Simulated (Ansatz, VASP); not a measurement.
## KScSe2 in VASP and in Ansatz

```
K Se Sc
1.0
     4.28201    0.00000    0.00000
     0.00000    4.28201    0.00000
     0.00000    0.00000   12.55471
K Se Sc
2 4 2
Cartesian
  2.1410 0.0000 11.1304
  0.0000 2.1410 1.4243
  2.1410 0.0000 2.2207
  0.0000 2.1410 5.0050
  2.1410 0.0000 7.5497
  0.0000 2.1410 10.3340
  2.1410 0.0000 4.7178
  0.0000 2.1410 7.8369
```

Alike in both runs: task single point; functional PBE; k mesh 6 × 6 × 2; no spin polarisation.

```csv
,VASP,Ansatz
version,VASP 6.6.1,Ansatz 0.2.0
potentials or method,"VASP PAW PBE potentials, release 64 (K_sv, Se, Sc_sv)","plane waves, PAW"
plane-wave cutoff (eV),520,420
occupations,"gaussian, width 0.01 eV",fixed
valence electrons in the cell,64,104
```

```tsv
	VASP	Ansatz	Ansatz less VASP
gap on the k mesh at the Fermi level (eV)	0.47	0.48	+0.009
pressure (GPa)	-2.2	-2.3	-0.11
rms of the force components (eV/Å)	0.128	0.137	+0.0085
```

VASP's potentials hold 64 valence electrons a cell and Ansatz's 104, so a difference there can come from the potentials and not from the codes.
